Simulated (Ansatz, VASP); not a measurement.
**TaN in VASP and in Ansatz**

The input INCAR:

```
PREC = Accurate
ENCUT = 520
EDIFF = 1E-6
ISMEAR = 0
SIGMA = 0.15
LREAL = False
LASPH = True
NELM = 100
ALGO = Normal
ISIF = 2
LWAVE = False
LCHARG = False
GGA = PE
NBANDS = 24
```

KPOINTS

```
regular mesh
0
Gamma
  18 18 8
```

POSCAR

```
TaN
1.0
    2.9868083846      0.0000000000      0.0000000000
   -1.4934041923      2.5866519373      0.0000000000
    0.0000000000      0.0000000000      6.5240855544
Ta N
2 2
Direct
    0.3333333333      0.6666666667      0.0304880884
    0.6666666667      0.3333333333      0.5304880884
    0.3333333333      0.6666666667      0.3545119116
    0.6666666667      0.3333333333      0.8545119116
```

Input for Ansatz:

```yaml
crystal:
  lattice:
    - [2.9868083846, 0.0, 0.0]
    - [-1.4934041923, 2.5866519373, 0.0]
    - [0.0, 0.0, 6.5240855544]
  atoms:
    - { symbol: Ta, position: [0.3333333333, 0.6666666667, 0.0304880884] }
    - { symbol: Ta, position: [0.6666666667, 0.3333333333, 0.5304880884] }
    - { symbol: "N", position: [0.3333333333, 0.6666666667, 0.3545119116] }
    - { symbol: "N", position: [0.6666666667, 0.3333333333, 0.8545119116] }
basis:
  ecutwfc: 520.0
kpoints:
  mp_grid: { grid: [18, 18, 8] }
hamiltonian:
  xc: pbe
  pseudopotentials: { kind: paw, azcp: { folder: soft_1 } }
scf:
  occupations: { method: gaussian, width: 0.15 }
output:
  forces: true
  stress: true
  eigenvalues: true
```

Alike in both runs: task single point; functional PBE; k mesh 18 × 18 × 8; occupations gaussian, width 0.15 eV; no spin polarisation.

|  | VASP | Ansatz |
| --- | --- | --- |
| version | VASP 6.6.1 | Ansatz 0.2.0 |
| potentials or method | VASP PAW PBE potentials, release 64 (Ta_pv, N), cutoff 520 eV | scalar-relativistic, plane waves, PAW |
| valence electrons in the cell | 32 | 36 |

VASP gave:

```
gap on the k mesh at the Fermi level (eV)                     : none
pressure (GPa)                                                : 8.1
traceless stress, the component that is largest in VASP (GPa) : -29.00
rms of the force components (eV/Å)                            : 1.058
```

Question: Which values does Ansatz return?

Answer: gap on the k mesh at the Fermi level (eV): none; pressure (GPa): 7.4; traceless stress, the component that is largest in VASP (GPa): -29.14; rms of the force components (eV/Å): 1.042.

Atom by atom the forces differ by 0.016 eV/Å (rms over components). A gap of «none» marks a metal or a gap that the smearing closes. VASP's potentials hold 32 valence electrons a cell and Ansatz's 36, so a difference there can come from the potentials and not from the codes.

Spin-orbit coupling is off throughout.
